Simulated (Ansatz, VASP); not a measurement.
## P: VASP beside Ansatz

```xyz
3
Lattice="3.3817 0.0000 0.0000 -1.6908 2.9286 0.0000 0.0000 0.0000 5.1898" Properties=species:S:1:pos:R:3 pbc="T T T"
P     0.0000    1.9524    2.4636
P     0.0000    0.0000    3.9751
P     0.0000    0.0000    0.9523
```

Alike in both runs: functional PBE; k mesh 6 × 6 × 4; occupations gaussian, width 0.1 eV; no spin polarisation.

Ansatz relaxed the structure, and its values are those at the end. VASP's run is a single point on that final structure, the one shown.

|  | VASP | Ansatz |
| --- | --- | --- |
| version | VASP 6.6.1 | Ansatz 0.2.0 |
| potentials or method | VASP PAW PBE potentials, release 64 (P), cutoff 520 eV | scalar-relativistic, plane waves, PAW |
| valence electrons in the cell | 15 | 15 |

VASP gave:

```
gap on the k mesh at the Fermi level (eV) : none
pressure (GPa)                            : -0.2
rms of the force components (eV/Å)        : 0.012
```

Question: What did Ansatz give for the same quantities?

Answer: gap on the k mesh at the Fermi level (eV): none; pressure (GPa): 0.0; rms of the force components (eV/Å): 0.003.

A gap of «none» marks a metal or a gap that the smearing closes.
